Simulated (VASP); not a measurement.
Wanted: the native input for a VASP 6.6.1 run.

```yaml
Task: single point
Functional: r2SCAN
Potentials_or_basis: VASP PAW PBE potentials, release 64 (Nb_sv, Sn_d)
Cutoff: 520 eV
k_mesh: 8 × 8 × 8
Occupations: gaussian, width 0.1 eV
Spin: no spin polarisation
Dipole_correction: no
Further_INCAR_settings: ALGO = Normal; EDIFF = 1e-07; NBANDS = 63
```

Crystal: Nb3Sn.

```
Nb Sn
1.0
     5.30410    0.00000    0.00000
     0.00000    5.30410    0.00000
     0.00000    0.00000    5.30410
Nb Sn
6 2
Direct
  0.25000 0.00000 0.50000
  0.50000 0.75000 0.00000
  0.75000 0.00000 0.50000
  0.50000 0.25000 0.00000
  0.00000 0.50000 0.75000
  0.00000 0.50000 0.25000
  0.00000 0.00000 0.00000
  0.50000 0.50000 0.50000
```

These files were run (other wordings do the same):

POSCAR

```
Nb3Sn
1.0
    5.3040998214      0.0000000000      0.0000000000
    0.0000000000      5.3040998214      0.0000000000
    0.0000000000      0.0000000000      5.3040998214
Nb Sn
6 2
Direct
    0.2500000000      0.0000000000      0.5000000000
    0.5000000000      0.7500000000      0.0000000000
    0.7500000000      0.0000000000      0.5000000000
    0.5000000000      0.2500000000      0.0000000000
    0.0000000000      0.5000000000      0.7500000000
    0.0000000000      0.5000000000      0.2500000000
    0.0000000000      0.0000000000      0.0000000000
    0.5000000000      0.5000000000      0.5000000000
```

INCAR.step1

```
SYSTEM = Nb3Sn
PREC     = Accurate       ! precision mode
ENCUT    = 520            ! plane-wave cutoff, eV
ISMEAR   = 0              ! smearing method
SIGMA    = 0.1            ! smearing width, eV
LREAL    = .FALSE.        ! projectors in reciprocal space
LASPH    = .TRUE.         ! aspherical terms in the spheres
NELM     = 80             ! most SCF steps
NBANDS   = 63             ! bands
GGA      = PE             ! functional
ALGO     = Normal         ! electronic algorithm
EDIFF    = 1E-4           ! SCF threshold, eV
LWAVE    = .TRUE.         ! write WAVECAR
LCHARG   = .FALSE.        ! write CHGCAR
```

INCAR.step2

```
SYSTEM = Nb3Sn
PREC     = Accurate       ! precision mode
ENCUT    = 520            ! plane-wave cutoff, eV
EDIFF    = 1E-7           ! SCF threshold, eV
ISMEAR   = 0              ! smearing method
SIGMA    = 0.1            ! smearing width, eV
LREAL    = .FALSE.        ! projectors in reciprocal space
LASPH    = .TRUE.         ! aspherical terms in the spheres
NELM     = 80             ! most SCF steps
ALGO     = Normal         ! electronic algorithm
ISIF     = 2              ! what is computed and relaxed
LWAVE    = .FALSE.        ! write WAVECAR
LCHARG   = .FALSE.        ! write CHGCAR
METAGGA  = R2SCAN         ! meta-GGA
LMIXTAU  = .TRUE.       
NBANDS   = 63             ! bands
ISTART   = 1
```

KPOINTS

```
regular mesh
0
G
  8 8 8
  0 0 0
```

Potentials or basis: VASP PAW PBE potentials, release 64 (Nb_sv, Sn_d).

Launch:

```bash
$ cat potpaw_PBE.64/Nb_sv/POTCAR potpaw_PBE.64/Sn_d/POTCAR > POTCAR
$ cp INCAR.step1 INCAR
$ mpirun -np 1 vasp_std > vasp.out
$ cp INCAR.step2 INCAR
$ mpirun -np 1 vasp_std > vasp.out
```

It gave:

```json
{"Pressure": "-0.1 GPa", "Band gap on the k mesh": "zero (bands 53 and 54 overlap by 0.62 eV)"}
```

Caveat: the PAW data sets were made with another functional, which shifts forces and pressure a little; spin-orbit coupling is left out, which moves the levels of the heavy elements.

It took 37 min on 1 thread of Intel Xeon 8259CL, on a shared host, peak memory 0.42 GiB.
